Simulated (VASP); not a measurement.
The system is GaS5.

```
CELL_PARAMETERS angstrom
-3.40178 3.40178 2.52994
3.40178 -3.40178 2.52994
3.40178 3.40178 -2.52994
ATOMIC_POSITIONS crystal
Ga 0.75000 0.25000 0.50000
S 0.17953 0.68706 0.95907
S 0.31294 0.27201 0.49246
S 0.72799 0.22046 0.04093
S 0.77954 0.82047 0.50754
S 0.00000 0.00000 0.00000
```

This cell differs from its parent crystal: atoms taken out.

* Program: VASP 6.6.1
* Task: relaxation of cell and atoms
* Functional: PBE
* Potentials or basis: VASP PAW PBE potentials, release 64 (Ga_d, S)
* Cutoff: 600 eV
* k mesh: 8 × 8 × 8
* Occupations: gaussian, width 0.1 eV
* Spin: no spin polarisation

At the start: pressure 0.3 GPa; volume 19.52 Å³/atom.

Problem. Where does the relaxation end?

Solution. Over 13 steps the energy falls by 4.3 meV/atom and the volume is 19.92 Å³/atom (+2.0 %); space group I-4 (No. 82, to 0.1 Å) before and after.

The path:
```csv
step,energy change (eV),largest force (eV/Å),pressure (GPa),volume (Å³)
1,0.0000,0.2225,0.35,117.11
2,-0.0108,0.1714,0.14,117.82
3,-0.0192,0.0821,-0.21,119.15
4,-0.0192,0.0749,-0.26,119.28
5,-0.0221,0.0366,0.22,118.77
6,-0.0222,0.0396,0.31,118.69
7,-0.0242,0.0541,0.03,119.31
8,-0.0242,0.0566,-0.02,119.38
9,-0.0250,0.0314,-0.02,119.50
10,-0.0253,0.0165,-0.02,119.60
11,-0.0253,0.0176,-0.01,119.63
12,-0.0254,0.0135,0.02,119.59
13,-0.0255,0.0053,0.03,119.51
```

Final structure:
```
CELL_PARAMETERS angstrom
-3.42282 3.42282 2.55012
3.42282 -3.42282 2.55012
3.42282 3.42282 -2.55012
ATOMIC_POSITIONS crystal
Ga 0.75000 0.25000 0.50000
S 0.17536 0.68693 0.94889
S 0.31307 0.26196 0.48843
S 0.73804 0.22647 0.05111
S 0.77353 0.82464 0.51157
S 0.00000 0.00000 0.00000
```

Caveat: the cell differs from its parent crystal (atoms taken out).
